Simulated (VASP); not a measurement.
# GaN (F-43m) in VASP: single point with PBEsol

Aim: the single point of GaN with PBEsol.

Everything below comes from runs of VASP 6.6.1. Logs are shortened: lines on timing, memory, paths and dates and some standing lists are left out, and cuts for length are marked.

**1. The cell of the first run**

It takes space group F-43m (No. 216, cubic). Conventional cell: a = 4.498 Å, b = 4.498 Å, c = 4.498 Å, α = 90.00°, β = 90.00°, γ = 90.00°. Within 2.6 Å of Ga (site symmetry -43m) lie 4 N at 1.95 Å. N (site symmetry -43m) has 4 Ga at 1.95 Å within 2.6 Å.

**2. Single point, PBEsol**

INCAR

```
SYSTEM = GaN
  ALGO = Normal
  EDIFF = 1E-6
  ENCUT = 520
  GGA = PS
  ISIF = 2
  ISMEAR = 0
  LASPH = .TRUE.
  LCHARG = .FALSE.
  LREAL = .FALSE.
  LWAVE = .FALSE.
  NBANDS = 16
  NELM = 100
  PREC = Accurate
  SIGMA = 0.02
```

KPOINTS

```
k-points
0
G
  10 10 10
  0 0 0
```

POSCAR

```
GaN
1.0
    0.0000000000      2.2491150720      2.2491150720
    2.2491150720      0.0000000000      2.2491150720
    2.2491150720      2.2491150720      0.0000000000
Ga N
1 1
Direct
    0.0000000000      0.0000000000      0.0000000000
    0.7500000000      0.7500000000      0.7500000000
```

Potentials or basis: VASP PAW PBE potentials, release 64 (Ga_d, N).

Run with:

```
> cat potpaw_PBE.64/Ga_d/POTCAR potpaw_PBE.64/N/POTCAR > POTCAR
> mpirun -np 1 vasp_std > vasp.out
```

OUTCAR:

```text
SYSTEM = GaN
   EDIFF = 1E-6
   ENCUT = 520
   GGA = PS
   ISIF = 2
   ISMEAR = 0
   LASPH = .TRUE.
   LREAL = .FALSE.
   NELM = 100
   PREC = Accurate

 ion  position               nearest neighbor table
   1  0.000  0.000  0.000-   2 1.95   2 1.95   2 1.95   2 1.95
   2  0.750  0.750  0.750-   1 1.95   1 1.95   1 1.95   1 1.95

  LATTYP: Found a face centered cubic cell.
 ALAT       =     4.4982301440

  Lattice vectors:

 A1 = (   0.0000000000,   2.2491150720,   2.2491150720)
 A2 = (   2.2491150720,   0.0000000000,   2.2491150720)
 A3 = (   2.2491150720,   2.2491150720,   0.0000000000)

Analysis of symmetry for initial positions (statically):
=====================================================================
 Subroutine PRICEL returns:
 Original cell was already a primitive cell.

 Routine SETGRP: Setting up the symmetry group for a
 face centered cubic supercell.

 Subroutine GETGRP returns: Found 24 space group operations
 (whereof 24 operations were pure point group operations)
 out of a pool of 48 trial point group operations.

The static configuration has the point symmetry T_d .

Analysis of symmetry for dynamics (positions and initial velocities):
=====================================================================
 Subroutine PRICEL returns:
 Original cell was already a primitive cell.

 Routine SETGRP: Setting up the symmetry group for a
 face centered cubic supercell.

 Subroutine GETGRP returns: Found 24 space group operations
 (whereof 24 operations were pure point group operations)
 out of a pool of 48 trial point group operations.

The dynamic configuration has the point symmetry T_d .

 Subroutine INISYM returns: Found 24 space group operations
 (whereof 24 operations are pure point group operations),
 and found     1 'primitive' translations

----------------------------------------------------------------------------------------

                                     Primitive cell

  volume of cell :      22.7544

  direct lattice vectors                    reciprocal lattice vectors
     0.000000000  2.249115072  2.249115072    -0.222309657  0.222309657  0.222309657
     2.249115072  0.000000000  2.249115072     0.222309657 -0.222309657  0.222309657
     2.249115072  2.249115072  0.000000000     0.222309657  0.222309657 -0.222309657
[... 74 lines left out ...]
 SYSTEM =  GaN
   PREC   = accura    normal or accurate (medium, high low for compatibility)
   ISTART =      0    job   : 0-new  1-cont  2-samecut
   ICHARG =      2    charge: 1-file 2-atom 10-const
   ISPIN  =      1    spin polarized calculation?
   LNONCOLLINEAR =      F non collinear calculations
   LSORBIT =      F    spin-orbit coupling
   LASPH  =      T    aspherical Exc in radial PAW
   ENCUT  =  520.0 eV  38.22 Ry    6.18 a.u.   5.91  5.91  5.91*2*pi/ulx,y,z
   NELM   =    100;   NELMIN=  2; NELMDL= -5     # of ELM steps
   EDIFF  = 0.1E-05   stopping-criterion for ELM
   LREAL  =      F    real-space projection
   EDIFFG = 0.1E-04   stopping-criterion for IOM
   NSW    =      0    number of steps for IOM
   IBRION =     -1    ionic relax: 0-MD 1-quasi-New 2-CG
   NFREE  =      0    steps in history (QN), initial steepest desc. (CG)
   ISIF   =      2    stress and relaxation
   ISYM   =      2    0-nonsym 1-usesym 2-fastsym
   POTIM  = 0.5000    time-step for ionic-motion
   TEBEG  =    0.0;   TEEND  =   0.0 temperature during run
   PSTRESS=    0.0 pullay stress
   NELECT =      18.0000    total number of electrons
   NUPDOWN=      -1.0000    fix difference up-down
   EMIN   =  10.00;   EMAX   =-10.00  energy-range for DOS
   EFERMI =   0.00;   METHOD = LEGACY
   ISMEAR =     0;   SIGMA  =   0.02  broadening in eV -4-tet -1-fermi 0-gaus
   EFERMI_NEDOS =   21; number of points for ismear=-14 and -15
   IALGO  =     38    algorithm
   IMIX   =      4    mixing-type and parameters
     AMIX     =   0.40;   BMIX     =  1.00
     AMIX_MAG =   1.60;   BMIX_MAG =  1.00
  volume/ion in A,a.u.               =      11.38        76.78
  Fermi-wavevector in a.u.,A,eV,Ry     =   1.514063  2.861164 31.189822  2.292387
  Thomas-Fermi vector in A             =   2.623771
   LORBIT       =      0    0 simple, 1 ext, 2 COOP (PROOUT), +10 PAW based schemes
   GGA     = PS    functional components
   LHFCALC =     F    Hartree Fock is set to
   AEXX    =    0.0000 exact exchange contribution
   IVDW    =     0    specifies the selected vdW correction
   LEPSILON=     F    determine dielectric tensor
   LRPA    =     F    only Hartree local field effects (RPA)
 non-spin polarized calculation
 Gauss-broadening in eV      SIGMA  =   0.02
  energy-cutoff  :      520.00
  volume of cell :       22.75
 maximum number of plane-waves:       622
   NGX = 11   NGY = 11   NGZ = 11

 number of electron      18.0000008 magnetization

 Free energy of the ion-electron system (eV)
  ---------------------------------------------------
  ext. energy  EPLUGINS =         0.00000000
  ---------------------------------------------------
  free energy    TOTEN  =       -13.12251788 eV

  energy without entropy =      -13.12251788  energy(sigma->0) =      -13.12251788

 E-fermi :   5.3755     XC(G=0): -11.9334

 val. band max:        5.2131757404   @ k =   0.0000   0.0000   0.0000
 cond. band min:       6.9335469966   @ k =   0.0000   0.0000   0.0000
 fundamental gap:      1.7203712563
 Fermi energy:         5.3754589697

 k-point     1 :       0.0000    0.0000    0.0000
  band No.  band energies     occupation
      1     -10.7692      2.00000
      2      -8.1951      2.00000
      3      -8.1951      2.00000
      4      -8.1951      2.00000
      5      -7.8640      2.00000
      6      -7.8640      2.00000
[... 433 lines left out ...]
      3      -7.9641      2.00000
      4      -7.9632      2.00000
      5      -7.8017      2.00000
      6      -6.9562      2.00000
[... 8 lines left out ...]
     15      27.5013      0.00000
     16      27.6098      0.00000

 [... further k-points ...]
[... 5 lines left out ...]
  --------------------------------------------------------------------------------------
  -------------------------------------------------------------------------------------
  Total       -0.0323171     -0.0323171     -0.0323171      0.0000000     -0.0000000      0.0000000
  in kB       -2.2755046     -2.2755046     -2.2755046      0.0000000     -0.0000000      0.0000000
  external PRESSURE =      -2.2755046 kB  Pullay stress =       0.0000000 kB

 VOLUME and BASIS-vectors are now :
 -----------------------------------------------------------------------------
  energy-cutoff  :      520.00
  volume of cell :       22.75
      direct lattice vectors                 reciprocal lattice vectors
     0.000000000  2.249115072  2.249115072    -0.222309657  0.222309657  0.222309657
     2.249115072  0.000000000  2.249115072     0.222309657 -0.222309657  0.222309657
     2.249115072  2.249115072  0.000000000     0.222309657  0.222309657 -0.222309657

 POSITION                                       TOTAL-FORCE (eV/Angst)
 -----------------------------------------------------------------------------------
      0.00000      0.00000      0.00000        -0.000000     -0.000000     -0.000000
      3.37367      3.37367      3.37367         0.000000      0.000000      0.000000
 -----------------------------------------------------------------------------------
    total drift:                               -0.000001     -0.000001     -0.000001

  FREE ENERGIE OF THE ION-ELECTRON SYSTEM (eV)
  ---------------------------------------------------
  free  energy   TOTEN  =       -13.1225178837 eV

  energy  without entropy=      -13.1225178837  energy(sigma->0) =      -13.12251788
```

OSZICAR:

```text
N       E                     dE             d eps       ncg     rms          rms(c)
DAV:   1     0.803867024654E+02    0.80387E+02   -0.92806E+03  1680   0.204E+03
DAV:   2    -0.913381525017E+01   -0.89521E+02   -0.83952E+02  1728   0.331E+02
DAV:   3    -0.148746086214E+02   -0.57408E+01   -0.57193E+01  1792   0.702E+01
DAV:   4    -0.149382119699E+02   -0.63603E-01   -0.63597E-01  1816   0.788E+00
DAV:   5    -0.149390653276E+02   -0.85336E-03   -0.85335E-03  1888   0.829E-01    0.722E+00
DAV:   6    -0.131535192605E+02    0.17855E+01   -0.42457E+00  2264   0.394E+01    0.265E+00
DAV:   7    -0.131423815481E+02    0.11138E-01   -0.27106E-01  1608   0.573E+00    0.171E+00
DAV:   8    -0.131258408105E+02    0.16541E-01   -0.52730E-02  1936   0.258E+00    0.709E-01
DAV:   9    -0.131224215170E+02    0.34193E-02   -0.11586E-02  2160   0.227E+00    0.177E-01
DAV:  10    -0.131225593185E+02   -0.13780E-03   -0.11838E-03  1808   0.456E-01    0.923E-02
DAV:  11    -0.131225161254E+02    0.43193E-04   -0.13568E-04  2320   0.182E-01    0.460E-03
DAV:  12    -0.131225179401E+02   -0.18148E-05   -0.13148E-05  1664   0.381E-02    0.334E-03
DAV:  13    -0.131225178837E+02    0.56445E-07   -0.29514E-07  1152   0.102E-02
   1 F= -.13122518E+02 E0= -.13122518E+02  d E =-.862408E-33
```

stdout:

```text
POSCAR found type information on POSCAR GaN
 POSCAR found :  2 types and       2 ions
 scaLAPACK will be used
 -----------------------------------------------------------------------------
|                                                                             |
|                                                                             |
|     You enforced a specific xc type in the INCAR file but a different       |
|     I HOPE YOU KNOW WHAT YOU ARE DOING!                                     |
|                                                                             |
 -----------------------------------------------------------------------------

 LDA part: xc-table for (Slater+PW92), standard interpolation
 POSCAR, INCAR and KPOINTS ok, starting setup
 FFT: planning ... GRIDC
 FFT: planning ... GRID_SOFT
 FFT: planning ... GRID
 WAVECAR not read
 entering main loop
```

Wall time 11 s (1 thread of Intel Xeon Platinum 8259CL at 2.50GHz (Skylake/Cascade Lake), shared host); peak memory 0.14 GiB.

Results:

* Free energy: -13.1225 eV
* Pressure: -0.2 GPa
* Band gap on the k mesh: 1.72 eV, direct

Levels at points of the mesh, in eV from the valence-band top:
| k point | band 5 | band 6 | band 7 | band 8 | band 9 | band 10 | band 11 | band 12 | band 13 | band 14 |
| --- | --- | --- | --- | --- | --- | --- | --- | --- | --- | --- |
| (0.00, 0.00, 0.00) | -13.08 | -13.08 | 0.00 | 0.00 | 0.00 | 1.72 | 10.24 | 10.24 | 10.24 | 17.46 |
| (0.50, 0.00, 0.00) | -13.03 | -11.83 | -7.15 | -0.99 | -0.99 | 4.60 | 8.66 | 10.29 | 10.29 | 15.48 |
| (0.50, 0.50, 0.00) | -13.00 | -11.40 | -6.20 | -2.75 | -2.75 | 3.23 | 6.60 | 11.62 | 13.94 | 13.94 |

Caveat: the PAW data sets were made with another functional, which shifts forces and pressure a little.
